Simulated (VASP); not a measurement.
Here is a VASP 6.6.1 calculation.

Contents of INCAR:

```
PREC = Accurate ; ENCUT = 700
EDIFF = 1E-6 ; ISMEAR = -1
SIGMA = 0.1 ; LREAL = False
LASPH = True ; NELM = 200
ALGO = Normal ; ISIF = 2
LWAVE = False ; LCHARG = False
ISPIN = 2 ; MAGMOM = 0 0 1.4 -1.4
LORBIT = 11 ; LMAXMIX = 4
LDAU = True ; LDAUTYPE = 2
LDAUL = -1 2 ; LDAUU = 0 4
LDAUJ = 0 0 ; LDAUPRINT = 1
GGA = PE ; NBANDS = 37
GGA_COMPAT = False
```

Contents of KPOINTS:

```
regular mesh
0
Gamma
  7 7 4
```

File POSCAR:

```
CuO
1.0
    2.3415000000     -1.7101500000      0.0000000000
    2.3415000000      1.7101500000      0.0000000000
   -0.8640400000      0.0000000000      5.0511300000
O Cu
2 2
Direct
    0.5830000000      0.4170000000      0.2500000000
    0.4170000000      0.5830000000      0.7500000000
    0.0000000000      0.5000000000      0.0000000000
    0.5000000000      0.0000000000      0.5000000000
```

Potentials or basis: VASP PAW PBE potentials, release 64 (O, Cu_sv_GW).

The run is started by

```sh
$ cat potpaw_PBE.64/O/POTCAR potpaw_PBE.64/Cu_sv_GW/POTCAR > POTCAR
$ mpirun -np 1 vasp_std > vasp.out
```

(1) Estimate the largest force.

(2) Predict the site moments.

(3) What does it give for the net moment?

(4) Estimate the pressure.

Results:

(1) 0.020 eV/Å.

(2) O +0.00; Cu +0.62, -0.62 μB.

(3) 0.00 μB per cell.

(4) 3.7 GPa.

Caveat: the cell stands under pressure.
